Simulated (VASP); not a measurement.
A run of VASP 6.6.1 is set up as follows.

File INCAR:

```
SYSTEM = AlN
ALGO = Normal
EDIFF = 1E-6
ENCUT = 520
GGA = PE
ISIF = 2
ISMEAR = -1
LASPH = .True.
LCHARG = .True.
LELF = .True.
LREAL = .False.
LVHAR = .True.
LWAVE = .False.
NBANDS = 16
NELM = 80
PREC = Accurate
SIGMA = 0.02
```

Contents of KPOINTS:

```
k-points
0
Gamma
  11 11 6
  0 0 0
```

File POSCAR:

```
AlN
1.0
    3.0465127981      0.0000000000      0.0000000000
   -1.5232563991      2.6383574761      0.0000000000
    0.0000000000      0.0000000000      4.8783388214
Al N
2 2
Direct
    0.6666666667      0.3333333333      0.0000000000
    0.3333333333      0.6666666667      0.5000000000
    0.6666666667      0.3333333333      0.3820000000
    0.3333333333      0.6666666667      0.8820000000
```

Potentials or basis: VASP PAW PBE potentials, release 64 (Al, N).

Run with:

```bash
$ cat potpaw_PBE.64/Al/POTCAR potpaw_PBE.64/N/POTCAR > POTCAR
$ mpirun -np 1 vasp_std > vasp.out
```

Problem. What does it give for the pressure?

Solution. 18.5 GPa.

Problem. What does it give for the largest force?

Solution. 0.016 eV/Å.

Forces on the atoms (eV/Å):
```
Al   0.000  0.000 -0.016
Al   0.000  0.000 -0.016
N    0.000  0.000  0.016
N    0.000  0.000  0.016
```
